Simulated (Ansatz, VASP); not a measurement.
One calculation of Cu, two programs

```
CELL_PARAMETERS angstrom
-0.03615 1.78943 1.78943
1.78943 -0.03615 1.78943
1.78943 1.78943 -0.03615
ATOMIC_POSITIONS crystal
Cu 0.00000 0.00000 0.00000
```

Change from the starting cell: equal xy, yz and zx shear strains of -2 %, crystal datasets.

Alike in both runs: task electric field gradients; functional PBEsol; k mesh 19 × 19 × 19; occupations fermi-dirac, width 0.08 eV; no spin polarisation.

|  | VASP | Ansatz |
| --- | --- | --- |
| version | VASP 6.6.1 | Ansatz 0.2.0 |
| potentials or method | VASP PAW PBE potentials, release 64 (Cu), cutoff 520 eV | all-electron PAW with datasets made for the crystal, scalar-relativistic |

```csv
,VASP,Ansatz,Ansatz less VASP
pressure (GPa),-5.6,-6.3,-0.68
"traceless stress, the component that is largest in VASP (GPa)",1.37,1.39,+0.017
size of Vzz on the site where it differs most (V/Å²),1.1,0.2,-0.89
```

VASP's potentials were made for PBE, not for PBEsol. Ansatz ran all-electron here, and VASP with PAW potentials.
